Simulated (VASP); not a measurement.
Here is a VASP 6.6.1 calculation.

Contents of INCAR:

```
ALGO     = Normal         # electronic algorithm
EDIFF    = 1E-6           # SCF threshold, eV
ENCUT    = 520            # plane-wave cutoff, eV
GGA      = RE             # functional
ISIF     = 2              # what is computed and relaxed
ISMEAR   = -1             # smearing method
LASPH    = T              # aspherical terms in the spheres
LCHARG   = T              # write CHGCAR
LELF     = T              # ELF
LREAL    = F              # projectors in reciprocal space
LVHAR    = T            
LWAVE    = F              # write WAVECAR
NBANDS   = 44             # bands
NELM     = 80             # most SCF steps
PREC     = Accurate       # precision mode
SIGMA    = 0.05           # smearing width, eV
```

The input KPOINTS:

```
k-points
0
Gamma
  7 7 2
```

Contents of POSCAR:

```
Ge2Sb2Te5
1.0
    4.2940644248      0.0000000000      0.0000000000
   -2.1470322124      3.7187688774      0.0000000000
    0.0000000000      0.0000000000     17.1013460000
Te Sb Ge
5 2 2
Direct
    0.6666666667      0.3333333333      0.4198920000
    0.3333333333      0.6666666667      0.5801080000
    0.3333333333      0.6666666667      0.2015420000
    0.6666666667      0.3333333333      0.7984580000
    0.0000000000      0.0000000000      0.0000000000
    0.0000000000      0.0000000000      0.3200680000
    0.0000000000      0.0000000000      0.6799320000
    0.6666666667      0.3333333333      0.1028950000
    0.3333333333      0.6666666667      0.8971050000
```

Potentials or basis: VASP PAW PBE potentials, release 64 (Te, Sb, Ge_d).

Launch:

```console
$ cat potpaw_PBE.64/Te/POTCAR potpaw_PBE.64/Sb/POTCAR potpaw_PBE.64/Ge_d/POTCAR > POTCAR
$ mpirun -np 1 vasp_std > vasp.out
```

**Question.** What does it give for the largest force?

**Answer.** 0.092 eV/Å.

**Question.** Estimate the band gap on the k mesh.

**Answer.** 0.27 eV, direct.

Stress tensor (GPa, compression positive):
```
1.24 0.00 0.00
0.00 1.24 0.00
0.00 0.00 1.31
```

Caveat: the PAW data sets were made with another functional, which shifts forces and pressure a little; spin-orbit coupling is left out, which moves the levels of the heavy elements. A k mesh can miss the band edges.
